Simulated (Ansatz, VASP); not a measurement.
One calculation of Mg, two programs

```
CELL_PARAMETERS angstrom
3.21932 0.00000 0.00000
-1.60966 2.78801 0.00000
0.00000 0.00000 10.48453
ATOMIC_POSITIONS crystal
Mg 0.00000 0.00000 0.00000
Mg 0.00000 0.00000 0.50000
Mg 0.33333 0.66667 0.25000
Mg 0.66667 0.33333 0.75000
```

Alike in both runs: task single point; functional BLYP; k mesh 13 × 13 × 4; occupations fermi-dirac, width 0.1 eV; no spin polarisation.

```csv
,VASP,Ansatz
version,VASP 6.6.1,Ansatz 0.2.0
potentials or method,"VASP PAW PBE potentials, release 64 (Mg), cutoff 520 eV","plane waves (420 eV) with PAW, scalar-relativistic"
valence electrons in the cell,8,40
```

```tsv
	VASP	Ansatz	Ansatz less VASP
pressure (GPa)	0.1	0.1	+0.04
traceless stress, the component that is largest in VASP (GPa)	0.06	0.06	+0.002
```

VASP's potentials were made for PBE, not for BLYP. VASP's potentials hold 8 valence electrons a cell and Ansatz's 40, so a difference there can come from the potentials and not from the codes.
